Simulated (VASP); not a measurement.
A run of VASP 6.6.1:

The input INCAR:

```
SYSTEM = TiNb3B
ALGO = Normal
EDIFF = 1E-6
ENCUT = 520
GGA = PE
ISIF = 2
ISMEAR = 0
LASPH = .True.
LCHARG = .False.
LREAL = .False.
LWAVE = .False.
NBANDS = 35
NELM = 80
PREC = Accurate
SIGMA = 0.1
```

Contents of KPOINTS:

```
k-points
0
Gamma
  4 4 4
  0 0 0
```

POSCAR

```
TiNb3B
1.0
    4.3939642878      0.0000000000      0.0000000000
    0.0000000000      4.3939642878      0.0000000000
    0.0000000000      0.0000000000      4.3939642878
Ti Nb B
1 3 1
Direct
    0.5000000000      0.5000000000      0.5000000000
    0.0000000000      0.0000000000      0.5000000000
    0.5000000000      0.0000000000      0.0000000000
    0.0000000000      0.5000000000      0.0000000000
    0.0000000000      0.0000000000      0.0000000000
```

Potentials or basis: VASP PAW PBE potentials, release 64 (Ti_sv, Nb_sv, B).

Run with:

```sh
$ cat potpaw_PBE.64/Ti_sv/POTCAR potpaw_PBE.64/Nb_sv/POTCAR potpaw_PBE.64/B/POTCAR > POTCAR
$ mpirun -np 1 vasp_std > vasp.out
```

Hardware: 1 thread of Intel Xeon 8259CL, on a shared host.

How long does it take, and how much memory?

It took 71 s on 1 thread of Intel Xeon 8259CL, with other jobs on the host, peak memory 0.21 GiB. Counts: scf iterations 17, k points 10.
